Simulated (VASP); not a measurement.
# Al2O3 (P-6m2) in VASP: a series of runs, part 2 of 2

VASP 6.6.1.

### Step 4. Single point, PBE+D3(BJ) (strain -0.030 along x and y, +0.000 along z)

INCAR

```
PREC = Accurate ; ENCUT = 520
EDIFF = 1E-7 ; ISMEAR = 0
SIGMA = 0.05 ; LREAL = False
LASPH = True ; NELM = 100
ALGO = Normal ; ISIF = 2
LWAVE = False ; LCHARG = False
GGA = PE ; IVDW = 12
NBANDS = 20
```

KPOINTS

```
Automatic mesh
0
Gamma
  12 12 4
```

POSCAR

```
Al2O3
1.0
    2.7977951999      0.0000000000      0.0000000000
   -1.3988976000      2.4229617176      0.0000000000
    0.0000000000      0.0000000000      9.3367544600
Al O
2 3
Direct
    0.0000000000      0.0000000000      0.1499923300
    0.0000000000      0.0000000000      0.8500076700
    0.3333333333      0.6666666667      0.2223169200
    0.6666666667      0.3333333333      0.0000000000
    0.3333333333      0.6666666667      0.7776830800
```

Started as:

```bash
> cat potpaw_PBE.64/Al/POTCAR potpaw_PBE.64/O/POTCAR > POTCAR
> mpirun -np 1 vasp_std > vasp.out
```

Wall time 42 s (1 thread of Intel Xeon 6975P-C (Granite Rapids), shared host); peak memory 0.21 GiB.

Results (log left out):

- Free energy: -37.0769 eV
- Pressure: 9.6 GPa
- Largest force: 0.800 eV/Å
- Band gap on the k mesh: 5.60 eV, indirect (least direct gap 5.88 eV)
- Dispersion energy per atom: -0.178 eV

Forces in eV/Å, atoms in the order of the input:
```
Al   0.000  0.000 -0.800
Al   0.000  0.000  0.800
O    0.000  0.000  0.732
O    0.000  0.000  0.000
O    0.000  0.000 -0.732
```

Stress tensor (GPa, compression positive):
```
13.84  0.00  0.00
 0.00 13.84  0.00
 0.00  0.00  1.20
```

Levels at points of the mesh, in eV from the valence-band top:
| k point | band 8 | band 9 | band 10 | band 11 | band 12 | band 13 | band 14 | band 15 | band 16 | band 17 |
| --- | --- | --- | --- | --- | --- | --- | --- | --- | --- | --- |
| (0.00, 0.00, 0.00) | -1.15 | -1.15 | -0.30 | -0.30 | -0.28 | 5.60 | 7.93 | 8.67 | 9.65 | 13.36 |
| (0.50, 0.00, 0.00) | -2.33 | -1.91 | -0.91 | -0.85 | -0.59 | 8.54 | 9.48 | 9.54 | 11.39 | 12.61 |
| (0.00, 0.00, 0.50) | -1.15 | -1.15 | -0.32 | -0.30 | -0.30 | 5.79 | 7.45 | 8.75 | 10.08 | 12.97 |
| (0.50, 0.00, 0.50) | -2.33 | -1.91 | -0.91 | -0.86 | -0.58 | 8.56 | 9.43 | 9.59 | 11.17 | 13.07 |

Caveat: the cell differs from its parent crystal (strain -0.030 along x and y, +0.000 along z).

### Step 5. Single point, PBE+D3(BJ) (strain -0.015 along x and y, -0.030 along z)

INCAR

```
ALGO = Normal
EDIFF = 1E-7
ENCUT = 520
GGA = PE
ISIF = 2
ISMEAR = 0
IVDW = 12
LASPH = True
LCHARG = True
LELF = True
LREAL = False
LVHAR = True
LWAVE = False
NBANDS = 20
NELM = 80
PREC = Accurate
SIGMA = 0.05
```

KPOINTS

```
k-points
0
Gamma
  12 12 4
```

Changes to POSCAR since step 4:

```diff
@@ -2,5 +2,5 @@
 1.0
-    2.7977951999      0.0000000000      0.0000000000
-   -1.3988976000      2.4229617176      0.0000000000
-    0.0000000000      0.0000000000      9.3367544600
+    2.8410600741      0.0000000000      0.0000000000
+   -1.4205300371      2.4604301978      0.0000000000
+    0.0000000000      0.0000000000      9.0566518262
 Al O
```

Potentials or basis: VASP PAW PBE potentials, release 64 (Al, O).

Started as:

```bash
> cat potpaw_PBE.64/Al/POTCAR potpaw_PBE.64/O/POTCAR > POTCAR
> mpirun -np 1 vasp_std > vasp.out
```

OUTCAR:

```text
EDIFF = 1E-7
   ENCUT = 520
   GGA = PE
   ISIF = 2
   ISMEAR = 0
   IVDW = 12
   LASPH = True
   LREAL = False
   NELM = 80
   PREC = Accurate
 IVDW          = 12

 ion  position               nearest neighbor table
   1  0.000  0.000  0.150-   3 1.77   3 1.77   3 1.77   4 2.13   4 2.13   4 2.13   2 2.72
   2  0.000  0.000  0.850-   5 1.77   5 1.77   5 1.77   4 2.13   4 2.13   4 2.13   1 2.72
   3  0.333  0.667  0.222-   1 1.77   1 1.77   1 1.77
[... 761 lines left out ...]
  FORCE on cell =-STRESS in cart. coord.  units (eV):
  Direction    XX          YY          ZZ          XY          YZ          ZX
  --------------------------------------------------------------------------------------
  -------------------------------------------------------------------------------------
  Total       2.78908     2.78908     2.63461    -0.00000     0.00000     0.00000
  in kB      70.58491    70.58491    66.67586    -0.00000     0.00000     0.00000
  external pressure =       69.28 kB  Pullay stress =        0.00 kB

 VOLUME and BASIS-vectors are now :
 -----------------------------------------------------------------------------
  energy-cutoff  :      520.00
  volume of cell :       63.31
      direct lattice vectors                 reciprocal lattice vectors
     2.841060074  0.000000000  0.000000000     0.351981294  0.203216495  0.000000000
    -1.420530037  2.460430198  0.000000000     0.000000000  0.406432989  0.000000000
     0.000000000  0.000000000  9.056651826     0.000000000  0.000000000  0.110416081

 POSITION                                       TOTAL-FORCE (eV/Angst)
 -----------------------------------------------------------------------------------
      0.00000      0.00000      1.35843         0.000000      0.000000     -0.023997
      0.00000      0.00000      7.69822         0.000000     -0.000000      0.023997
     -0.00000      1.64029      2.01345        -0.000000      0.000000      0.757153
      1.42053      0.82014      0.00000        -0.000000      0.000000      0.000000
     -0.00000      1.64029      7.04320        -0.000000      0.000000     -0.757153
 -----------------------------------------------------------------------------------
    total drift:                                0.000000     -0.000000      0.000000

  FREE ENERGIE OF THE ION-ELECTRON SYSTEM (eV)
  ---------------------------------------------------
  free  energy   TOTEN  =       -37.1555802473 eV

  energy  without entropy=      -37.1555802473  energy(sigma->0) =      -37.15558025
```

Wall time 40 s (1 thread of Intel Xeon 6975P-C (Granite Rapids), shared host); peak memory 0.22 GiB.

What came out:

| Item | Value |
| --- | --- |
| Free energy | -37.1556 eV |
| Pressure | 6.9 GPa |
| Largest force | 0.757 eV/Å |
| Band gap on the k mesh | 5.15 eV, indirect (least direct gap 5.42 eV) |
| Dispersion energy per atom | -0.176 eV |

Forces on the atoms (eV/Å):
```
Al   0.000  0.000 -0.024
Al   0.000  0.000  0.024
O    0.000  0.000  0.757
O    0.000  0.000  0.000
O    0.000  0.000 -0.757
```

Caveat: the cell differs from its parent crystal (strain -0.015 along x and y, -0.030 along z). A k mesh can miss the band edges.

### Step 6. Single point, PBE+D3(BJ) (strain -0.030 along x and y, +0.015 along z)

INCAR

```
SYSTEM = Al2O3
  PREC = Accurate
  ENCUT = 520
  EDIFF = 1E-6
  ISMEAR = 0
  SIGMA = 0.05
  LREAL = .FALSE.
  LASPH = .TRUE.
  NELM = 60
  ALGO = Normal
  ISIF = 2
  LWAVE = .FALSE.
  LCHARG = .FALSE.
  GGA = PE
  IVDW = 12
  NBANDS = 20
```

KPOINTS

```
regular mesh
0
G
  12 12 4
  0 0 0
```

Changes to POSCAR since step 5:

```diff
@@ -2,5 +2,5 @@
 1.0
-    2.8410600741      0.0000000000      0.0000000000
-   -1.4205300371      2.4604301978      0.0000000000
-    0.0000000000      0.0000000000      9.0566518262
+    2.7977951999      0.0000000000      0.0000000000
+   -1.3988976000      2.4229617176      0.0000000000
+    0.0000000000      0.0000000000      9.4768057769
 Al O
```

Potentials or basis: VASP PAW PBE potentials, release 64 (Al, O).

Started as:

```bash
> cat potpaw_PBE.64/Al/POTCAR potpaw_PBE.64/O/POTCAR > POTCAR
> mpirun -np 1 vasp_std > vasp.out
```

Wall time 38 s (1 thread of Intel Xeon 6975P-C (Granite Rapids), shared host); peak memory 0.22 GiB.

It converged, with:

- Free energy: -37.0748 eV
- Pressure: 7.9 GPa
- Largest force: 0.963 eV/Å
- Band gap on the k mesh: 5.59 eV, indirect (least direct gap 5.73 eV)
- Dispersion energy per atom: -0.176 eV

Forces on the atoms (eV/Å):
```
Al   0.000  0.000 -0.963
Al   0.000  0.000  0.963
O    0.000  0.000  0.511
O    0.000  0.000  0.000
O    0.000  0.000 -0.511
```

Stress tensor (GPa, compression positive):
```
12.92  0.00  0.00
 0.00 12.92  0.00
 0.00  0.00 -2.23
```

Levels at points of the mesh, in eV from the valence-band top:
```tsv
k point	band 9	band 10	band 11	band 12	band 13	band 14	band 15	band 16
(0.00, 0.00, 0.00)	-1.10	-0.27	-0.15	-0.15	5.59	7.99	8.60	9.64
(0.50, 0.00, 0.00)	-1.86	-0.83	-0.80	-0.58	8.56	9.33	9.52	11.26
(0.00, 0.00, 0.50)	-1.10	-0.31	-0.15	-0.15	5.77	7.47	8.80	9.98
(0.50, 0.00, 0.50)	-1.86	-0.84	-0.80	-0.57	8.58	9.29	9.56	11.09
```

Caveat: the cell differs from its parent crystal (strain -0.030 along x and y, +0.015 along z). A k mesh can miss the band edges.

### Step 7. Overview

| cell | gap on the mesh (eV) | pressure (GPa) | largest force (eV/Å) |
| --- | --- | --- | --- |
| a = 2.798, b = 2.798, c = 9.057 Å, angles 90.0, 90.0, 120.0°, 5 atoms | 5.58 | 13.5 | 1.19 |
| a = 2.798, b = 2.798, c = 9.197 Å, angles 90.0, 90.0, 120.0°, 5 atoms | 5.60 | 11.5 | 0.96 |
| a = 2.798, b = 2.798, c = 9.337 Å, angles 90.0, 90.0, 120.0°, 5 atoms | 5.60 | 9.6 | 0.80 |
| a = 2.841, b = 2.841, c = 9.057 Å, angles 90.0, 90.0, 120.0°, 5 atoms | 5.15 | 6.9 | 0.76 |
| a = 2.798, b = 2.798, c = 9.477 Å, angles 90.0, 90.0, 120.0°, 5 atoms | 5.59 | 7.9 | 0.96 |

Alike in all rows: task single point; level PBE+D3(BJ); potentials or basis VASP PAW PBE potentials, release 64 (Al, O); no spin polarisation; k mesh 12 × 12 × 4; cutoff (eV) 520; smearing gaussian 0.05 eV.

Caveats: forces of over 1 eV/Å act on the atoms, so gaps and moduli don't describe the material at rest (some runs).

Total energies depend on the potentials used, so only differences within one code and one set of settings carry meaning.
